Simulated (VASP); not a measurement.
# P in VASP: further runs

P is run at these levels: PBE+D3(BJ); tasks: relaxation of cell and atoms, single point.

Everything below comes from runs of VASP 6.6.1. Logs are shortened: lines on timing, memory, paths and dates and some standing lists are left out, and cuts for length are marked.

**1. The cell of the first run**

It takes space group P4/mmm (No. 123, tetragonal). The conventional cell has a = 4.273 Å, b = 4.273 Å, c = 4.378 Å, α = 90.00°, β = 90.00°, γ = 90.00°. Within 5.6 Å of P (site symmetry 4/mmm) lie 6 P at 4.27 to 4.38 Å.

**2. Relaxation of cell and atoms, PBE+D3(BJ)**

Contents of INCAR:

```
SYSTEM = P
ALGO = Normal
EDIFF = 1E-6
EDIFFG = -0.005
ENCUT = 600
GGA = PE
IBRION = 2
ISIF = 3
ISMEAR = 0
IVDW = 12
LASPH = .TRUE.
LCHARG = .FALSE.
LREAL = .FALSE.
LWAVE = .FALSE.
NELM = 100
NSW = 100
PREC = Accurate
SIGMA = 0.1
```

Contents of KPOINTS:

```
k-points
0
G
  10 10 10
  0 0 0
```

Contents of POSCAR:

```
P
1.0
    4.2729048574      0.0000000000      0.0000000000
    0.0000000000      4.2729048574      0.0000000000
    0.0000000000      0.0000000000      4.3780000000
P
1
Direct
    0.0000000000      0.0000000000      0.0000000000
```

Potentials or basis: VASP PAW PBE potentials, release 64 (P).

The run is started by

```bash
$ cat potpaw_PBE.64/P/POTCAR > POTCAR
$ mpirun -np 1 vasp_std > vasp.out
```

OUTCAR:

```text
SYSTEM = P
   EDIFF = 1E-6
   EDIFFG = -0.005
   ENCUT = 600
   GGA = PE
   IBRION = 2
   ISIF = 3
   ISMEAR = 0
   IVDW = 12
   LASPH = .TRUE.
   LREAL = .FALSE.
   NELM = 100
   NSW = 100
   PREC = Accurate
 IVDW          = 12

 ion  position               nearest neighbor table
   1  0.000  0.000  0.000-

  LATTYP: Found a simple tetragonal cell.
 ALAT       =     4.2729048574
 C/A-ratio  =     1.0245957132

  Lattice vectors:

 A1 = (   4.2729048574,   0.0000000000,   0.0000000000)
 A2 = (   0.0000000000,   4.2729048574,   0.0000000000)
 A3 = (   0.0000000000,   0.0000000000,   4.3780000000)

Analysis of symmetry for initial positions (statically):
=====================================================================
 Subroutine PRICEL returns:
 Original cell was already a primitive cell.

 Routine SETGRP: Setting up the symmetry group for a
 simple tetragonal supercell.

 Subroutine GETGRP returns: Found 16 space group operations
 (whereof 16 operations were pure point group operations)
 out of a pool of 16 trial point group operations.

The static configuration has the point symmetry D_4h.

Analysis of symmetry for dynamics (positions and initial velocities):
=====================================================================
 Subroutine PRICEL returns:
 Original cell was already a primitive cell.

 Routine SETGRP: Setting up the symmetry group for a
 simple tetragonal supercell.

 Subroutine GETGRP returns: Found 16 space group operations
 (whereof 16 operations were pure point group operations)
 out of a pool of 16 trial point group operations.

The dynamic configuration has the point symmetry D_4h.

 Subroutine INISYM returns: Found 16 space group operations
 (whereof 16 operations are pure point group operations),
 and found     1 'primitive' translations

----------------------------------------------------------------------------------------

                                     Primitive cell

  volume of cell :      79.9323

  direct lattice vectors                    reciprocal lattice vectors
     4.272904857  0.000000000  0.000000000     0.234032826  0.000000000  0.000000000
     0.000000000  4.272904857  0.000000000     0.000000000  0.234032826  0.000000000
     0.000000000  0.000000000  4.378000000     0.000000000  0.000000000  0.228414801

  length of vectors
     4.272904857  4.272904857  4.378000000     0.234032826  0.234032826  0.228414801

  position of ions in fractional coordinates (direct lattice)
     0.000000000  0.000000000  0.000000000

  ion indices of the primitive-cell ions
   primitive index   ion index
                 1           1

----------------------------------------------------------------------------------------

 KPOINTS: k-points

Automatic generation of k-mesh.
 Grid dimensions read from file:
 generate k-points for:   10   10   10

 Generating k-lattice:

  Cartesian coordinates                     Fractional coordinates (reciprocal lattice)
     0.023403283  0.000000000  0.000000000     0.100000000  0.000000000  0.000000000
     0.000000000  0.023403283  0.000000000     0.000000000  0.100000000  0.000000000
     0.000000000  0.000000000  0.022841480     0.000000000  0.000000000  0.100000000

  Length of vectors
     0.023403283  0.023403283  0.022841480

  Shift w.r.t. Gamma in fractional coordinates (k-lattice)
     0.000000000  0.000000000  0.000000000

 Subroutine IBZKPT returns following result:
 ===========================================

 Found    126 irreducible k-points:

 Following reciprocal coordinates:
            Coordinates               Weight
  0.000000  0.000000  0.000000      1.000000
  0.100000  0.000000  0.000000      4.000000
  0.200000  0.000000  0.000000      4.000000
  0.300000  0.000000  0.000000      4.000000
  0.400000  0.000000  0.000000      4.000000
  0.500000  0.000000  0.000000      2.000000
[... 16 lines left out ...]
  0.100000  0.000000  0.100000      8.000000
  0.200000  0.000000  0.100000      8.000000
 [... further k-points ...]
   k-points           NKPTS =    126   k-points in BZ     NKDIM =    126   number of bands    NBANDS=      6
   number of dos      NEDOS =    301   number of ions     NIONS =      1
   total plane-waves  NPLWV =  46656
   dimension x,y,z NGX =    36 NGY =   36 NGZ =   36
   dimension x,y,z NGXF=    72 NGYF=   72 NGZF=   72
   ions per type =               1
   NGX,Y,Z   is equivalent  to a cutoff of  14.01, 14.01, 13.67 a.u.
   NGXF,Y,Z  is equivalent  to a cutoff of  28.01, 28.01, 27.34 a.u.
 SYSTEM =  P
   PREC   = accura    normal or accurate (medium, high low for compatibility)
   ISTART =      0    job   : 0-new  1-cont  2-samecut
   ICHARG =      2    charge: 1-file 2-atom 10-const
   ISPIN  =      1    spin polarized calculation?
   LNONCOLLINEAR =      F non collinear calculations
   LSORBIT =      F    spin-orbit coupling
   LASPH  =      T    aspherical Exc in radial PAW
   ENCUT  =  600.0 eV  44.10 Ry    6.64 a.u.   8.53  8.53  8.74*2*pi/ulx,y,z
   NELM   =    100;   NELMIN=  2; NELMDL= -5     # of ELM steps
   EDIFF  = 0.1E-05   stopping-criterion for ELM
   LREAL  =      F    real-space projection
   EDIFFG = -.5E-02   stopping-criterion for IOM
   NSW    =    100    number of steps for IOM
   IBRION =      2    ionic relax: 0-MD 1-quasi-New 2-CG
   NFREE  =      1    steps in history (QN), initial steepest desc. (CG)
   ISIF   =      3    stress and relaxation
   ISYM   =      2    0-nonsym 1-usesym 2-fastsym
   POTIM  = 0.5000    time-step for ionic-motion
   TEBEG  =    0.0;   TEEND  =   0.0 temperature during run
   PSTRESS=    0.0 pullay stress
   NELECT =       5.0000    total number of electrons
   NUPDOWN=      -1.0000    fix difference up-down
   EMIN   =  10.00;   EMAX   =-10.00  energy-range for DOS
   EFERMI =   0.00;   METHOD = LEGACY
   ISMEAR =     0;   SIGMA  =   0.10  broadening in eV -4-tet -1-fermi 0-gaus
   EFERMI_NEDOS =   21; number of points for ismear=-14 and -15
   IALGO  =     38    algorithm
   IMIX   =      4    mixing-type and parameters
     AMIX     =   0.40;   BMIX     =  1.00
     AMIX_MAG =   1.60;   BMIX_MAG =  1.00
  volume/ion in A,a.u.               =      79.93       539.41
  Fermi-wavevector in a.u.,A,eV,Ry     =   0.649866  1.228069  5.746099  0.422326
  Thomas-Fermi vector in A             =   1.718961
   LORBIT       =      0    0 simple, 1 ext, 2 COOP (PROOUT), +10 PAW based schemes
   GGA     = PE    functional components
   LHFCALC =     F    Hartree Fock is set to
   AEXX    =    0.0000 exact exchange contribution
   IVDW    =    12    specifies the selected vdW correction
   LEPSILON=     F    determine dielectric tensor
   LRPA    =     F    only Hartree local field effects (RPA)
 conjugate gradient relaxation of ions
 non-spin polarized calculation
 Gauss-broadening in eV      SIGMA  =   0.10
  energy-cutoff  :      600.00
  volume of cell :       79.93
 maximum number of plane-waves:      2687
 NGX is ok and might be reduce to    36
   NGX = 17   NGY = 17   NGZ = 17

--------------------------------------- Ionic step        1  -------------------------------------------

 number of electron       5.0000000 magnetization

 Free energy of the ion-electron system (eV)
  ---------------------------------------------------
  ext. energy  EPLUGINS =         0.00000000
  ---------------------------------------------------
  free energy    TOTEN  =        -1.14213991 eV

  energy without entropy =       -1.12669906  energy(sigma->0) =       -1.13441948

------------------------ aborting loop because EDIFF is reached ----------------------------------------

 Edisp (eV)   -0.07987

 E8    (eV) :    -0.0276

  FORCE on cell =-STRESS in cart. coord.  units (eV):
  Direction    XX          YY          ZZ          XY          YZ          ZX
  --------------------------------------------------------------------------------------
  -------------------------------------------------------------------------------------
  Total      -2.00705    -2.00705    -1.80276     0.00000     0.00000     0.00000
  in kB     -40.22961   -40.22961   -36.13480     0.00000     0.00000     0.00000
  external pressure =      -38.86 kB  Pullay stress =        0.00 kB
[... 764 lines left out ...]
 k-point    24 :       0.2000    0.0000    0.1000
  band No.  band energies     occupation
      1      -5.9818      2.00000
      2       7.3702      2.00000
      3      13.5911      0.00000
      4      13.9531      0.00000
      5      18.1603      0.00000
      6      23.0830      0.00000

 [... further k-points ...]

[... ionic steps 4 to 20 ...]

--------------------------------------- Ionic step       21  -------------------------------------------

 number of electron       5.0000000 magnetization

------------------------ aborting loop because EDIFF is reached ----------------------------------------

 Edisp (eV)   -0.50753

 E8    (eV) :    -0.1917
[... 67 lines left out ...]
  energy  without entropy=       -5.7874701050  energy(sigma->0) =       -5.78851408

--------------------------------------- Ionic step       23  -------------------------------------------

 number of electron       5.0000000 magnetization

 Free energy of the ion-electron system (eV)
  ---------------------------------------------------
  ext. energy  EPLUGINS =         0.00000000
  ---------------------------------------------------
  free energy    TOTEN  =        -5.28183803 eV

  energy without entropy =       -5.27974935  energy(sigma->0) =       -5.28079369

 E-fermi :  10.4657     XC(G=0): -11.4764

 val. band max:       10.4293037390   @ k =   0.2000   0.0000   0.2000
 cond. band min:      10.4873584636   @ k =   0.2000   0.2000   0.1000
 fundamental gap:      0.0580547246
 Fermi energy:        10.4656713059

 k-point     1 :       0.0000    0.0000    0.0000
  band No.  band energies     occupation
      1      -6.6675      2.00000
      2      15.5712      0.00000
      3      15.5712      0.00000
      4      15.5772      0.00000
      5      17.0400      0.00000
      6      17.0414      0.00000
[... 239 lines left out ...]
  FREE ENERGIE OF THE ION-ELECTRON SYSTEM (eV)
  ---------------------------------------------------
  free  energy   TOTEN  =        -5.7895576993 eV

  energy  without entropy=       -5.7874690244  energy(sigma->0) =       -5.78851336

 reached required accuracy - stopping structural energy minimisation
```

It took 3.1 min on 1 thread of Intel Xeon 6975P-C (Granite Rapids), shared host; peak memory 0.29 GiB.

What came out:

- Free energy: -5.7896 eV
- Relaxed volume: 13.92 Å³/atom
- Relaxed cell: a = 2.406 Å, b = 2.406 Å, c = 2.405 Å, α = 90.00°, β = 90.00°, γ = 90.00°
- Space group after relaxing (to 0.05 Å): Pm-3m (No. 221)
- Energy gained by relaxing: 4567.5 meV/atom
- Ionic steps: 23
- Pressure after relaxing: 0.0 GPa
- Dispersion energy per atom: -0.508 eV

The path:
| step | energy change (eV) | largest force (eV/Å) | pressure (GPa) | volume (Å³) |
| --- | --- | --- | --- | --- |
| 1 | 0.0000 | 0.0000 | -3.89 | 79.93 |
| 2 | -0.6717 | 0.0000 | -7.01 | 59.53 |
| 3 | -2.7414 | 0.0000 | -17.45 | 30.71 |
| 4 | 20.7609 | 0.0000 | 2211.66 | 3.96 |
| 5 | -3.0210 | 0.0000 | -17.08 | 28.20 |
| 6 | -4.3460 | 0.0000 | 22.83 | 12.43 |
| 7 | -4.2904 | 0.0000 | -15.50 | 17.46 |
| 8 | -4.4607 | 0.0000 | -6.37 | 14.94 |
| 9 | -4.4717 | 0.0000 | 0.86 | 14.06 |
| 10 | -4.0158 | 0.0000 | 50.90 | 11.23 |
| 11 | -4.5270 | 0.0000 | 7.70 | 13.29 |
| 12 | -4.5292 | 0.0000 | 8.83 | 13.19 |
| 13 | -4.5298 | 0.0000 | 11.37 | 12.98 |
| 14 | -4.4571 | 0.0000 | -5.28 | 14.94 |
| 15 | -4.5624 | 0.0000 | 3.27 | 13.61 |
| 16 | -4.5625 | 0.0000 | -3.10 | 14.27 |
| 17 | -4.5675 | 0.0000 | -0.14 | 13.93 |
| 18 | -4.5675 | 0.0000 | -0.09 | 13.93 |
| 19 | -4.5675 | 0.0000 | 0.11 | 13.91 |
| 20 | -4.5675 | 0.0000 | 0.06 | 13.91 |
| 21 | -4.5675 | 0.0000 | -0.03 | 13.92 |
| 22 | -4.5675 | 0.0000 | -0.02 | 13.92 |
| 23 | -4.5675 | 0.0000 | 0.00 | 13.92 |

Final structure:
```
P
1.0
     2.40550    0.00000    0.00000
     0.00000    2.40550    0.00000
     0.00000    0.00000    2.40516
P
1
Direct
  0.00000 0.00000 0.00000
```

Levels at points of the mesh, in eV from the Fermi level:
```tsv
k point	band 1	band 2	band 3	band 4	band 5	band 6
(0.00, 0.00, 0.00)	-17.13	5.11	5.11	5.11	6.57	6.58
(0.50, 0.00, 0.00)	-12.58	-9.23	8.12	8.13	9.23	14.39
(0.50, 0.50, 0.00)	-7.60	-5.66	-5.66	0.55	10.94	17.52
(0.00, 0.00, 0.50)	-12.57	-9.23	8.12	8.12	9.23	16.95
(0.50, 0.00, 0.50)	-7.60	-5.66	-5.66	0.55	10.93	17.52
(0.50, 0.50, 0.50)	-2.40	-2.40	-2.40	-1.29	4.36	4.37
```

Caveat: the volume moved by over 15 % at a fixed basis, so the end points are rough; the volume moved by -83 % from the deposited cell, more than functionals usually miss; pairwise dispersion overbinds metals, which lowers pressure and volume.

**3. Single point, PBE+D3(BJ)**

This run uses another cell than the first one, of 13.95 Å³/atom, 0.175 times its volume.

Contents of INCAR:

```
PREC     = Accurate       # precision mode
ENCUT    = 520            # plane-wave cutoff, eV
EDIFF    = 1E-6           # SCF threshold, eV
ISMEAR   = 0              # smearing method
SIGMA    = 0.1            # smearing width, eV
LREAL    = False          # projectors in reciprocal space
LASPH    = True           # aspherical terms in the spheres
NELM     = 100            # most SCF steps
ALGO     = Normal         # electronic algorithm
ISIF     = 2              # what is computed and relaxed
LWAVE    = False          # write WAVECAR
LCHARG   = True           # write CHGCAR
GGA      = PE             # functional
IVDW     = 12             # dispersion correction
LELF     = True           # ELF
LVHAR    = True         
NBANDS   = 8              # bands
```

Contents of KPOINTS:

```
Automatic mesh
0
Gamma
  18 18 18
```

Contents of POSCAR:

```
P
1.0
    2.4072603253      0.0000000000      0.0000000000
    0.0000000000      2.4072603253      0.0000000000
    0.0000000000      0.0000000000      2.4073685778
P
1
Direct
    0.0000000000      0.0000000000      0.0000000000
```

Potentials or basis: VASP PAW PBE potentials, release 64 (P).

The run is started by

```bash
$ cat potpaw_PBE.64/P/POTCAR > POTCAR
$ mpirun -np 1 vasp_std > vasp.out
```

It took 14 s on 1 thread of Intel Xeon 6975P-C (Granite Rapids), shared host; peak memory 0.16 GiB.

The run converged. Its results:

```
Free energy                : -5.7609 eV
Pressure                   : -0.3 GPa
Dispersion energy per atom : -0.507 eV
```

Levels at points of the mesh, in eV from the Fermi level:
| k point | band 1 | band 2 | band 3 | band 4 | band 5 | band 6 | band 7 |
| --- | --- | --- | --- | --- | --- | --- | --- |
| (0.00, 0.00, 0.00) | -16.86 | 5.34 | 5.34 | 5.34 | 6.83 | 6.83 | 14.89 |
| (0.50, 0.00, 0.00) | -12.31 | -8.96 | 8.35 | 8.35 | 9.48 | 14.63 | 14.63 |
| (0.50, 0.50, 0.00) | -7.36 | -5.40 | -5.40 | 0.81 | 11.14 | 17.26 | 17.26 |
| (0.00, 0.00, 0.50) | -12.32 | -8.96 | 8.35 | 8.35 | 9.48 | 14.63 | 14.63 |
| (0.50, 0.00, 0.50) | -7.36 | -5.40 | -5.40 | 0.81 | 11.14 | 17.26 | 17.26 |
| (0.50, 0.50, 0.50) | -2.15 | -2.15 | -2.15 | -1.07 | 4.62 | 4.62 | 4.62 |

Caveat: pairwise dispersion overbinds metals, which lowers pressure and volume.
